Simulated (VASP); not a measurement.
C: single point with PBEsol

Crystal: C.

```
CELL_PARAMETERS angstrom
0.00000 1.77692 1.77692
1.77692 0.00000 1.77692
1.77692 1.77692 0.00000
ATOMIC_POSITIONS crystal
C 0.50000 0.50000 0.50000
C 0.75000 0.75000 0.75000
```

| Item | Value |
| --- | --- |
| Program | VASP 6.6.1 |
| Task | single point |
| Functional | PBEsol |
| Potentials or basis | VASP PAW PBE potentials, release 64 (C) |
| Cutoff | 520 eV |
| k mesh | 14 × 14 × 14 |
| Occupations | fermi-dirac, width 0.05 eV |
| Spin | no spin polarisation |
| Dipole correction | no |
| Further INCAR settings | ALGO = Normal; EDIFF = 1e-06; NBANDS = 11 |

```json
{"Pressure": "1.1 GPa", "Band gap on the k mesh": "4.03 eV, indirect (least direct gap 5.57 eV)"}
```

Levels at points of the mesh, in eV from the valence-band top:
```csv
k point,band 2,band 3,band 4,band 5,band 6,band 7
"(0.00, 0.00, 0.00)",0.00,0.00,0.00,5.57,5.57,5.57
"(0.50, 0.00, 0.00)",-13.59,-2.84,-2.84,8.43,8.43,8.99
"(0.50, 0.50, 0.00)",-12.85,-6.40,-6.40,4.62,4.62,16.95
```

Run time: 22 s on 1 thread of AMD EPYC 7R43 64-Core Processor (Zen 3) (shared host), peak memory 0.08 GiB.

Caveat: the PAW data sets were made with another functional, which shifts forces and pressure a little. A k mesh can miss the band edges.
